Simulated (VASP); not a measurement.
Here is a VASP 6.6.1 calculation.

The input INCAR:

```
SYSTEM = TeRu
PREC = Accurate
ENCUT = 520
EDIFF = 1E-6
ISMEAR = 0
SIGMA = 0.05
LREAL = .FALSE.
LASPH = .TRUE.
NELM = 150
ALGO = Normal
ISIF = 2
LWAVE = .FALSE.
LCHARG = .FALSE.
ISPIN = 2
MAGMOM = 4 0
LORBIT = 11
LMAXMIX = 4
LDAU = .TRUE.
LDAUTYPE = 2
LDAUL = 2 -1
LDAUU = 4 0
LDAUJ = 0 0
LDAUPRINT = 1
GGA = PE
NBANDS = 21
```

File KPOINTS:

```
Automatic mesh
0
G
  6 6 6
  0 0 0
```

The input POSCAR:

```
TeRu
1.0
    0.0000000000      2.8688747200      2.8688747200
    2.8688747200      0.0000000000      2.8688747200
    2.8688747200      2.8688747200      0.0000000000
Ru Te
1 1
Direct
    0.5000000000      0.5000000000      0.5000000000
    0.0000000000      0.0000000000      0.0000000000
```

Potentials or basis: VASP PAW PBE potentials, release 64 (Ru_pv, Te).

Launch:

```bash
$ cat potpaw_PBE.64/Ru_pv/POTCAR potpaw_PBE.64/Te/POTCAR > POTCAR
$ mpirun -np 1 vasp_std > vasp.out
```

Predict the pressure.

-3.4 GPa.

Predict the net moment.

2.30 μB per cell.

Eigenvalues of the final occupation matrices:
```
    site  spin  trace               eigenvalues
site 1 d     1   4.14  0.77 0.77 0.87 0.87 0.87
site 1 d     2   1.95  0.19 0.19 0.52 0.52 0.52
```

Caveat: spin-orbit coupling is left out, which moves the levels of the heavy elements; the U is typed as a test and isn't derived for this compound. The state reached can hang on the start; a lower one may exist.
